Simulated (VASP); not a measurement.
## Co: single point with r2SCAN

The system is Co.

```
Co
1.0
     2.53615    0.00000    0.00000
    -1.26807    2.19637    0.00000
     0.00000    0.00000    4.14298
Co
2
Direct
  0.66667 0.33333 0.25986
  0.33333 0.66667 0.74014
```

| Quantity | Value |
| --- | --- |
| Program | VASP 6.6.1 |
| Task | single point |
| Functional | r2SCAN |
| Potentials or basis | VASP PAW PBE potentials, release 64 (Co) |
| Cutoff | 520 eV |
| k mesh | 13 × 13 × 7 |
| Occupations | fermi-dirac, width 0.1 eV |
| Spin | collinear spin, antiferromagnetic start |
| Starting moments | [3.2, -3.2] μB |

```json
{
  "Pressure": "-8.0 GPa",
  "Largest force": "0.821 eV/Å",
  "Band gap on the k mesh": "zero (filled and empty bands overlap)",
  "Net moment": "0.00 μB per cell",
  "Site moments": "Co +1.85, -1.85 μB",
  "Valence electrons inside the program's atomic spheres": "Co 8.19"
}
```

Forces in eV/Å, atoms in the order of the input:
```
Co   0.000  0.000 -0.821
Co   0.000  0.000  0.821
```

Stress tensor (GPa, compression positive):
```
-16.66   0.00   0.00
  0.00 -16.66   0.00
  0.00   0.00   9.30
```

Levels at points of the mesh, in eV from the Fermi level:
Spin up:
| k point | band 6 | band 7 | band 8 | band 9 | band 10 | band 11 | band 12 | band 13 |
| --- | --- | --- | --- | --- | --- | --- | --- | --- |
| (0.00, 0.00, 0.00) | -2.58 | -2.31 | -0.76 | -0.76 | -0.58 | 1.12 | 1.12 | 6.04 |
Spin down:
| k point | band 5 | band 6 | band 7 | band 8 | band 9 | band 10 | band 11 | band 12 | band 13 | band 14 |
| --- | --- | --- | --- | --- | --- | --- | --- | --- | --- | --- |
| (0.00, 0.00, 0.00) | -2.58 | -2.58 | -2.31 | -0.76 | -0.76 | -0.58 | 1.12 | 1.12 | 6.04 | 22.07 |

It took 8.3 min on 1 thread of Intel Xeon 8259CL, on a shared host, peak memory 0.22 GiB.

Caveat: the cell stands under tension; the PAW data sets were made with another functional, which shifts forces and pressure a little.
